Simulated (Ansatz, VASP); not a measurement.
# Si2Mo: VASP beside Ansatz

```
Si Mo
1.0
     5.22389    0.00000    0.00000
    -2.61194    4.52402    0.00000
     0.00000    0.00000    4.10637
Si Mo
4 2
Direct
  0.50000 0.00000 0.00000
  0.00000 0.50000 0.00000
  0.50000 0.50000 0.00000
  0.00000 0.00000 0.00000
  0.33333 0.66667 0.50000
  0.66667 0.33333 0.50000
```

Alike in both runs: functional PBE; k mesh 6 × 6 × 2; occupations gaussian, width 0.1 eV; no spin polarisation.

Ansatz relaxed the structure, and its values are those at the end. VASP's run is a single point on that final structure, the one shown.

|  | VASP | Ansatz |
| --- | --- | --- |
| version | VASP 6.6.1 | Ansatz 0.2.0 |
| potentials or method | VASP PAW PBE potentials, release 64 (Si, Mo_sv), cutoff 520 eV | scalar-relativistic, plane waves, PAW |
| valence electrons in the cell | 44 | 44 |

Ansatz gave:

| Property | Result |
| --- | --- |
| gap on the k mesh at the Fermi level (eV) | none |
| pressure (GPa) | 0.0 |

Problem. Estimate VASP's values.

Solution. gap on the k mesh at the Fermi level (eV): none; pressure (GPa): 0.1.

A gap of «none» marks a metal or a gap that the smearing closes. With one functional, cell and mesh, what is left measures potentials, basis and numerics.

The k mesh is coarse, so the values compare programs but aren't converged.
